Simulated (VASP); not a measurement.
A run of VASP 6.6.1:

INCAR

```
SYSTEM = MgO
ALGO     = Normal         ! electronic algorithm
EDIFF    = 1E-6           ! SCF threshold, eV
ENCUT    = 840            ! plane-wave cutoff, eV
GGA_COMPAT= .FALSE.      
ISIF     = 2              ! what is computed and relaxed
ISMEAR   = -1             ! smearing method
LASPH    = .TRUE.         ! aspherical terms in the spheres
LCHARG   = .FALSE.        ! write CHGCAR
LREAL    = .FALSE.        ! projectors in reciprocal space
LWAVE    = .FALSE.        ! write WAVECAR
NBANDS   = 15             ! bands
NELM     = 120            ! most SCF steps
PREC     = Accurate       ! precision mode
SIGMA    = 0.02           ! smearing width, eV
```

The input KPOINTS:

```
k-points
0
G
  8 8 8
  0 0 0
```

POSCAR

```
MgO
1.0
    2.5982572843      0.0000000000      0.0000000000
    0.0000000000      2.5982572843      0.0000000000
    0.0000000000      0.0000000000      2.5982572843
Mg O
1 1
Direct
    0.0000000000      0.0000000000      0.0000000000
    0.5000000000      0.5000000000      0.5000000000
```

Potentials or basis: VASP PAW LDA potentials, release 64 (Mg_sv, O).

Command:

```bash
$ cat potpaw_LDA.64/Mg_sv/POTCAR potpaw_LDA.64/O/POTCAR > POTCAR
$ mpirun -np 1 vasp_std > vasp.out
```

Hardware: 1 thread of Intel(R) Xeon(R) 6975P-C (Granite Rapids) (shared host).

Q: How long does it take, and how much memory?

A: Wall time 7.4 s on 1 thread of Intel(R) Xeon(R) 6975P-C (Granite Rapids), with other jobs on the host, peak memory 0.14 GiB. Counts: scf iterations 12, k points 35.
